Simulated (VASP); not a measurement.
# Rh (Fm-3m) in VASP: further runs

Aim: see how the results for Rh move with the level of theory and the settings. Levels: PBE, PBEsol, RPBE, LDA. Tasks: elastic constants, density of states, vibrations by perturbation theory.

Everything below comes from runs of VASP 6.6.1. Logs are shortened: lines on timing, memory, paths and dates and some standing lists are left out, and cuts for length are marked.

## (1) The cell of the first run

Symmetry: Fm-3m, No. 225, cubic system. Conventional cell: a = 3.796 Å, b = 3.796 Å, c = 3.796 Å, α = 90.00°, β = 90.00°, γ = 90.00°. Rh (site symmetry m-3m) has 12 Rh at 2.68 Å within 3.5 Å.

## (2) Elastic constants, PBE

The input, INCAR:

```
SYSTEM = Rh
PREC     = Accurate       ! precision mode
ENCUT    = 600            ! plane-wave cutoff, eV
EDIFF    = 1E-8           ! SCF threshold, eV
ISMEAR   = -1             ! smearing method
SIGMA    = 0.05           ! smearing width, eV
LREAL    = .FALSE.        ! projectors in reciprocal space
LASPH    = .TRUE.         ! aspherical terms in the spheres
NELM     = 100            ! most SCF steps
ALGO     = Fast           ! electronic algorithm
ISIF     = 3              ! what is computed and relaxed
LWAVE    = .FALSE.        ! write WAVECAR
LCHARG   = .FALSE.        ! write CHGCAR
GGA      = PE             ! functional
NBANDS   = 14             ! bands
IBRION   = 6              ! ionic algorithm
NFREE    = 2            
POTIM    = 0.015          ! step
NSW      = 1              ! ionic steps
```

The input, KPOINTS:

```
regular mesh
0
G
  9 9 9
  0 0 0
```

The input, POSCAR:

```
Rh
1.0
    0.0000000000      1.8978500000      1.8978500000
    1.8978500000      0.0000000000      1.8978500000
    1.8978500000      1.8978500000      0.0000000000
Rh
1
Direct
    0.0000000000      0.0000000000      0.0000000000
```

Potentials or basis: VASP PAW PBE potentials, release 64 (Rh_pv).

Command:

```bash
$ cat potpaw_PBE.64/Rh_pv/POTCAR > POTCAR
$ mpirun -np 1 vasp_std > vasp.out
```

OUTCAR:

```text
SYSTEM = Rh
   PREC = Accurate
   ENCUT = 600
   EDIFF = 1E-8
   ISMEAR = -1
   LREAL = .FALSE.
   LASPH = .TRUE.
   NELM = 100
   ISIF = 3
   GGA = PE
   IBRION = 6
   NFREE = 2
   POTIM = 0.015
   NSW = 1

 ion  position               nearest neighbor table
   1  0.000  0.000  0.000-

  LATTYP: Found a face centered cubic cell.
 ALAT       =     3.7957000000

  Lattice vectors:

 A1 = (   0.0000000000,   1.8978500000,   1.8978500000)
 A2 = (   1.8978500000,   0.0000000000,   1.8978500000)
 A3 = (   1.8978500000,   1.8978500000,   0.0000000000)

Analysis of symmetry for initial positions (statically):
[... 33 lines left out ...]
                                     Primitive cell

  volume of cell :      13.6715

  direct lattice vectors                    reciprocal lattice vectors
     0.000000000  1.897850000  1.897850000    -0.263456016  0.263456016  0.263456016
     1.897850000  0.000000000  1.897850000     0.263456016 -0.263456016  0.263456016
     1.897850000  1.897850000  0.000000000     0.263456016  0.263456016 -0.263456016

  length of vectors
     2.683965209  2.683965209  2.683965209     0.456319205  0.456319205  0.456319205

  position of ions in fractional coordinates (direct lattice)
     0.000000000  0.000000000  0.000000000

  ion indices of the primitive-cell ions
   primitive index   ion index
                 1           1

----------------------------------------------------------------------------------------

 KPOINTS: regular mesh

Automatic generation of k-mesh.
 Grid dimensions read from file:
 generate k-points for:    9    9    9

 Generating k-lattice:

  Cartesian coordinates                     Fractional coordinates (reciprocal lattice)
    -0.029272891  0.029272891  0.029272891     0.111111111  0.000000000  0.000000000
     0.029272891 -0.029272891  0.029272891     0.000000000  0.111111111  0.000000000
     0.029272891  0.029272891 -0.029272891     0.000000000  0.000000000  0.111111111

  Length of vectors
     0.050702134  0.050702134  0.050702134

  Shift w.r.t. Gamma in fractional coordinates (k-lattice)
     0.000000000  0.000000000  0.000000000

 Subroutine IBZKPT returns following result:
 ===========================================

 Found     35 irreducible k-points:

 Following reciprocal coordinates:
            Coordinates               Weight
  0.000000  0.000000  0.000000      1.000000
  0.111111  0.000000  0.000000      8.000000
  0.222222  0.000000  0.000000      8.000000
  0.333333  0.000000  0.000000      8.000000
  0.444444  0.000000  0.000000      8.000000
  0.111111  0.111111  0.000000      6.000000
[... 16 lines left out ...]
 -0.333333  0.333333  0.000000     12.000000
  0.444444  0.444444  0.000000      6.000000
 [... further k-points ...]
   k-points           NKPTS =     35   k-points in BZ     NKDIM =     35   number of bands    NBANDS=     14
   number of dos      NEDOS =    301   number of ions     NIONS =      1
   total plane-waves  NPLWV =  13824
   dimension x,y,z NGX =    24 NGY =   24 NGZ =   24
   dimension x,y,z NGXF=    48 NGYF=   48 NGZF=   48
   ions per type =               1
   NGX,Y,Z   is equivalent  to a cutoff of  14.87, 14.87, 14.87 a.u.
   NGXF,Y,Z  is equivalent  to a cutoff of  29.73, 29.73, 29.73 a.u.
 SYSTEM =  Rh
   PREC   = accura    normal or accurate (medium, high low for compatibility)
   ISTART =      0    job   : 0-new  1-cont  2-samecut
   ICHARG =      2    charge: 1-file 2-atom 10-const
   ISPIN  =      1    spin polarized calculation?
   LNONCOLLINEAR =      F non collinear calculations
   LSORBIT =      F    spin-orbit coupling
   LASPH  =      T    aspherical Exc in radial PAW
   ENCUT  =  600.0 eV  44.10 Ry    6.64 a.u.   5.36  5.36  5.36*2*pi/ulx,y,z
[... 47 lines left out ...]
  ext. energy  EPLUGINS =         0.00000000
  ---------------------------------------------------
  free energy    TOTEN  =        -7.24711121 eV

  energy without entropy =       -7.23750566  energy(sigma->0) =       -7.24230843

------------------------ aborting loop because EDIFF is reached ----------------------------------------

  FORCE on cell =-STRESS in cart. coord.  units (eV):
  Direction    XX          YY          ZZ          XY          YZ          ZX
  --------------------------------------------------------------------------------------
  -------------------------------------------------------------------------------------
  Total        0.6358948      0.6358948      0.6358948      0.0000000      0.0000000     -0.0000000
  in kB       74.5212658     74.5212658     74.5212658      0.0000000      0.0000000     -0.0000000
  external PRESSURE =      74.5212658 kB  Pullay stress =       0.0000000 kB
[... 86 lines left out ...]
  FREE ENERGIE OF THE ION-ELECTRON SYSTEM (eV)
  ---------------------------------------------------
  free  energy   TOTEN  =        -7.2328168548 eV

  energy  without entropy=       -7.2233972450  energy(sigma->0) =       -7.22810705

[... ionic steps 4 to 12 ...]

--------------------------------------- Ionic step       13  -------------------------------------------

 number of electron      15.0000002 magnetization

------------------------ aborting loop because EDIFF is reached ----------------------------------------
[... 65 lines left out ...]
--------------------------------------- Ionic step       15  -------------------------------------------

 number of electron      15.0000001 magnetization

 Free energy of the ion-electron system (eV)
  ---------------------------------------------------
  ext. energy  EPLUGINS =         0.00000000
  ---------------------------------------------------
  free energy    TOTEN  =        -7.24711108 eV

  energy without entropy =       -7.23750683  energy(sigma->0) =       -7.24230896

 E-fermi :  11.9352     XC(G=0): -14.0700

 val. band max:       11.8768764149   @ k =   0.3333   0.2222   0.0000
 cond. band min:      11.9400913844   @ k =  -0.3333   0.3333   0.0000
 fundamental gap:      0.0632149695
 Fermi energy:        11.9352027298

 k-point     1 :       0.0000    0.0000    0.0000
  band No.  band energies     occupation
      1     -34.3963      2.00000
      2     -34.3963      2.00000
      3     -34.3963      2.00000
      4       4.0073      2.00000
      5       8.8981      2.00000
      6       8.8981      2.00000
      7       8.8981      2.00000
      8      10.9933      2.00000
      9      10.9933      2.00000
     10      28.0098      0.00000
     11      32.4908      0.00000
     12      33.4882      0.00000
     13      33.4882      0.00000
     14      33.4882      0.00000
[... 377 lines left out ...]
      1     -35.0782      2.00000
      2     -34.6617      2.00000
      3     -34.6617      2.00000
      4       5.7205      2.00000
      5       6.0793      2.00000
      6      12.4854      0.00003
      7      12.8000      0.00000
      8      12.8000      0.00000
      9      14.6244      0.00000
     10      25.1350      0.00000
     11      25.7374      0.00000
     12      25.7374      0.00000
     13      32.4838      0.00000
     14      35.0004      0.00000

 [... further k-points ...]
[... 5 lines left out ...]
  --------------------------------------------------------------------------------------
  -------------------------------------------------------------------------------------
  Total        0.6286714      0.6286714      0.6286714      0.0000000      0.0000000      0.0000000
  in kB       73.6747471     73.6747471     73.6747471      0.0000000      0.0000000      0.0000000
  external PRESSURE =      73.6747471 kB  Pullay stress =       0.0000000 kB
[... 16 lines left out ...]
  FREE ENERGIE OF THE ION-ELECTRON SYSTEM (eV)
  ---------------------------------------------------
  free  energy   TOTEN  =        -7.2471110847 eV

  energy  without entropy=       -7.2375068308  energy(sigma->0) =       -7.24230896

 INTERNAL STRAIN TENSORS FROM STRAINED CELLS
 ============================================

 INTERNAL STRAIN TENSOR FOR ION    1 for displacements in x,y,z  (eV/Angst):
          X           Y           Z          XY          YZ          ZX
  --------------------------------------------------------------------------------
  x     0.00000    -0.00000     0.00000    -0.00000     0.00000    -0.00000
  y    -0.00000     0.00000    -0.00000    -0.00000    -0.00000     0.00000
  z     0.00000     0.00000    -0.00000     0.00000    -0.00000    -0.00000

 INTERNAL STRAIN TENSORS FROM DISPLACED ATOMS
 ============================================

 INTERNAL STRAIN TENSOR FOR ION    1 for displacements in x,y,z  (eV/Angst):
          X           Y           Z          XY          YZ          ZX
  --------------------------------------------------------------------------------
  x     0.00000     0.00000     0.00000     0.00000     0.00000     0.00000
  y     0.00000     0.00000     0.00000     0.00000     0.00000     0.00000
  z     0.00000     0.00000     0.00000     0.00000     0.00000     0.00000

 Eigenvectors and eigenvalues of the dynamical matrix
 ----------------------------------------------------

   1 f/i=    0.000000 THz     0.000000 2PiTHz    0.000000 cm-1     0.000000 meV
             X         Y         Z           dx          dy          dz
      0.000000  0.000000  0.000000     0.549074    0.835774    0.000000

   2 f/i=    0.000000 THz     0.000000 2PiTHz    0.000000 cm-1     0.000000 meV
             X         Y         Z           dx          dy          dz
      0.000000  0.000000  0.000000     0.000000    0.000000    1.000000

   3 f/i=    0.000000 THz     0.000000 2PiTHz    0.000000 cm-1     0.000000 meV
             X         Y         Z           dx          dy          dz
      0.000000  0.000000  0.000000    -0.835774    0.549074    0.000000

--------------------------------------------------------------------------------------------------------

 ELASTIC MODULI CONTR FROM IONIC RELAXATION (kBar)
 Direction    XX          YY          ZZ          XY          YZ          ZX
 --------------------------------------------------------------------------------
 XX           0.0000      0.0000      0.0000      0.0000      0.0000      0.0000
 YY           0.0000      0.0000      0.0000      0.0000      0.0000      0.0000
 ZZ           0.0000      0.0000      0.0000      0.0000      0.0000      0.0000
 XY           0.0000      0.0000      0.0000      0.0000      0.0000      0.0000
 YZ           0.0000      0.0000      0.0000      0.0000      0.0000      0.0000
 ZX           0.0000      0.0000      0.0000      0.0000      0.0000      0.0000
 --------------------------------------------------------------------------------

 TOTAL ELASTIC MODULI (kBar)
 Direction    XX          YY          ZZ          XY          YZ          ZX
 --------------------------------------------------------------------------------
 XX        4741.9158   1962.3729   1962.3729      0.0000      0.0000     -0.0000
 YY        1962.3729   4741.9158   1962.3729     -0.0000      0.0000      0.0000
 ZZ        1962.3729   1962.3729   4741.9158      0.0000      0.0000     -0.0000
 XY           0.0000     -0.0000      0.0000   2189.4211      0.0000      0.0000
 YZ           0.0000      0.0000      0.0000      0.0000   2189.4211     -0.0000
 ZX          -0.0000      0.0000     -0.0000      0.0000     -0.0000   2189.4211
 --------------------------------------------------------------------------------
```

It took 5.5 min on 1 thread of Intel Xeon 6975P-C, shared host; peak memory 0.21 GiB.

Results:

| Quantity | Value |
| --- | --- |
| Elastic constants C11, C12, C44 | 474, 196, 219 GPa |
| Voigt bulk modulus | 289 GPa |

Elastic tensor in Voigt notation (GPa, in the Cartesian axes of the cell as first typed):
```
474 196 196   0   0   0
196 474 196   0   0   0
196 196 474   0   0   0
  0   0   0 219   0   0
  0   0   0   0 219   0
  0   0   0   0   0 219
```

Clamped-ion elastic tensor (GPa):
```
474 196 196   0   0   0
196 474 196   0   0   0
196 196 474   0   0   0
  0   0   0 219   0   0
  0   0   0   0 219   0
  0   0   0   0   0 219
```

Caveat: the cell is under stress, which shifts elastic constants.

## (3) Elastic constants, PBEsol

The input, INCAR:

```
SYSTEM = Rh
PREC = Accurate
ENCUT = 600
EDIFF = 1E-8
ISMEAR = -1
SIGMA = 0.05
LREAL = .FALSE.
LASPH = .TRUE.
NELM = 80
ALGO = Normal
ISIF = 3
LWAVE = .FALSE.
LCHARG = .TRUE.
GGA = PS
NBANDS = 14
IBRION = 6
NFREE = 2
POTIM = 0.015
NSW = 1
```

KPOINTS is that of step 2.

POSCAR is that of step 2.

Potentials or basis: VASP PAW PBE potentials, release 64 (Rh_pv).

Command:

```bash
$ cat potpaw_PBE.64/Rh_pv/POTCAR > POTCAR
$ mpirun -np 1 vasp_std > vasp.out
```

OUTCAR:

```text
SYSTEM = Rh
   PREC = Accurate
   ENCUT = 600
   EDIFF = 1E-8
   ISMEAR = -1
   LREAL = .FALSE.
   LASPH = .TRUE.
   NELM = 80
   ISIF = 3
   GGA = PS
   IBRION = 6
   NFREE = 2
   POTIM = 0.015
   NSW = 1

 ion  position               nearest neighbor table
   1  0.000  0.000  0.000-

  LATTYP: Found a face centered cubic cell.
 ALAT       =     3.7957000000

  Lattice vectors:

 A1 = (   0.0000000000,   1.8978500000,   1.8978500000)
 A2 = (   1.8978500000,   0.0000000000,   1.8978500000)
 A3 = (   1.8978500000,   1.8978500000,   0.0000000000)

Analysis of symmetry for initial positions (statically):
[... 33 lines left out ...]
                                     Primitive cell

  volume of cell :      13.6715
[... 777 lines left out ...]
  x    -0.00000     0.00000    -0.00000    -0.00000     0.00000    -0.00000
  y     0.00000    -0.00000     0.00000     0.00000    -0.00000     0.00000
  z     0.00000    -0.00000    -0.00000     0.00000     0.00000    -0.00000

 INTERNAL STRAIN TENSORS FROM DISPLACED ATOMS
 ============================================

 INTERNAL STRAIN TENSOR FOR ION    1 for displacements in x,y,z  (eV/Angst):
          X           Y           Z          XY          YZ          ZX
  --------------------------------------------------------------------------------
  x     0.00000     0.00000     0.00000     0.00000     0.00000     0.00000
  y     0.00000     0.00000     0.00000     0.00000     0.00000     0.00000
  z     0.00000     0.00000     0.00000     0.00000     0.00000     0.00000

 Eigenvectors and eigenvalues of the dynamical matrix
 ----------------------------------------------------

   1 f/i=    0.000000 THz     0.000000 2PiTHz    0.000000 cm-1     0.000000 meV
             X         Y         Z           dx          dy          dz
      0.000000  0.000000  0.000000     0.393919   -0.919145    0.000000

   2 f/i=    0.000000 THz     0.000000 2PiTHz    0.000000 cm-1     0.000000 meV
             X         Y         Z           dx          dy          dz
      0.000000  0.000000  0.000000    -0.919145   -0.393919    0.000000

   3 f/i=    0.000000 THz     0.000000 2PiTHz    0.000000 cm-1     0.000000 meV
             X         Y         Z           dx          dy          dz
      0.000000  0.000000  0.000000     0.000000    0.000000    1.000000

--------------------------------------------------------------------------------------------------------

 ELASTIC MODULI CONTR FROM IONIC RELAXATION (kBar)
 Direction    XX          YY          ZZ          XY          YZ          ZX
 --------------------------------------------------------------------------------
 XX           0.0000      0.0000      0.0000      0.0000      0.0000      0.0000
 YY           0.0000      0.0000      0.0000      0.0000      0.0000      0.0000
 ZZ           0.0000      0.0000      0.0000      0.0000      0.0000      0.0000
 XY           0.0000      0.0000      0.0000      0.0000      0.0000      0.0000
 YZ           0.0000      0.0000      0.0000      0.0000      0.0000      0.0000
 ZX           0.0000      0.0000      0.0000      0.0000      0.0000      0.0000
 --------------------------------------------------------------------------------

 TOTAL ELASTIC MODULI (kBar)
 Direction    XX          YY          ZZ          XY          YZ          ZX
 --------------------------------------------------------------------------------
 XX        4717.3484   1866.6739   1866.6739      0.0000      0.0000     -0.0000
 YY        1866.6739   4717.3484   1866.6739      0.0000      0.0000      0.0000
 ZZ        1866.6739   1866.6739   4717.3484      0.0000      0.0000      0.0000
 XY           0.0000      0.0000      0.0000   2160.1778     -0.0000      0.0000
 YZ           0.0000      0.0000      0.0000     -0.0000   2160.1778      0.0000
 ZX          -0.0000      0.0000      0.0000      0.0000      0.0000   2160.1778
 --------------------------------------------------------------------------------
```

stdout:

```text
POSCAR found type information on POSCAR Rh
 POSCAR found :  1 types and       1 ions
 scaLAPACK will be used
 -----------------------------------------------------------------------------
|                                                                             |
|                                                                             |
|     You enforced a specific xc type in the INCAR file but a different       |
|     I HOPE YOU KNOW WHAT YOU ARE DOING!                                     |
|                                                                             |
 -----------------------------------------------------------------------------

 LDA part: xc-table for (Slater+PW92), standard interpolation
 POSCAR, INCAR and KPOINTS ok, starting setup
 FFT: planning ... GRIDC
 FFT: planning ... GRID_SOFT
 FFT: planning ... GRID
 WAVECAR not read
 entering main loop
 Found     1 degrees of freedom:
 Adding 6 more for cell shape distortion
 Finite differences POTIM= 0.01500 DOF=   7
 bond charge predicted
 Finite differences progress:
 bond charge predicted
 Finite differences progress:
 bond charge predicted
 Finite differences progress:
 bond charge predicted
 Finite differences progress:
 bond charge predicted
 Finite differences progress:
 bond charge predicted
 Finite differences progress:
 bond charge predicted
 Finite differences progress:
 bond charge predicted
 Finite differences progress:
 bond charge predicted
 Finite differences progress:
 bond charge predicted
 Finite differences progress:
 bond charge predicted
 Finite differences progress:
 bond charge predicted
 Finite differences progress:
 bond charge predicted
 Finite differences progress:
 bond charge predicted
 Finite differences progress:
```

It used 170 s of CPU time on 1 thread of Intel Xeon 6975P-C, on a shared host.

Results:

| Quantity | Value |
| --- | --- |
| Elastic constants C11, C12, C44 | 472, 187, 216 GPa |
| Voigt bulk modulus | 282 GPa |

Elastic tensor in Voigt notation (GPa, in the Cartesian axes of the cell as first typed):
```
472 187 187   0   0   0
187 472 187   0   0   0
187 187 472   0   0   0
  0   0   0 216   0   0
  0   0   0   0 216   0
  0   0   0   0   0 216
```

Clamped-ion elastic tensor (GPa):
```
472 187 187   0   0   0
187 472 187   0   0   0
187 187 472   0   0   0
  0   0   0 216   0   0
  0   0   0   0 216   0
  0   0   0   0   0 216
```

Caveat: the cell is under stress, which shifts elastic constants; the PAW data sets were made with another functional, which shifts forces and pressure a little.

(Continued in part 2 of 2.)
